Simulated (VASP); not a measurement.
Here is a VASP 6.6.1 calculation.

INCAR

```
ALGO = Normal ; EDIFF = 1E-8
ENCUT = 520 ; GGA = PS
IBRION = 8 ; ISIF = 2
ISMEAR = -1 ; LASPH = True
LCHARG = True ; LREAL = False
LWAVE = False ; NELM = 100
NSW = 1 ; PREC = Accurate
SIGMA = 0.05
```

The input KPOINTS:

```
k-points
0
Gamma
  8 8 8
```

Contents of POSCAR:

```
P
1.0
    1.7257251780      0.9963478961      3.1296800121
   -1.7257251780      0.9963478961      3.1296800121
    0.0000000000     -1.9926957921      3.1296800121
P
2
Direct
    0.7729197500      0.7729197500      0.7729197500
    0.2270802500      0.2270802500      0.2270802500
```

Potentials or basis: VASP PAW PBE potentials, release 64 (P).

Run with:

```sh
$ cat potpaw_PBE.64/P/POTCAR > POTCAR
$ mpirun -np 1 vasp_std > vasp.out
```

Task: What does it give for the highest phonon frequency at Γ?

Result: 351 cm⁻¹.

Phonon frequencies in cm⁻¹ (negative: imaginary):
```
              q point        frequencies
(0.000, 0.000, 0.000)  0 0 0 299 299 351
```

Caveat: the cell wasn't relaxed at this level first, which shifts response properties.
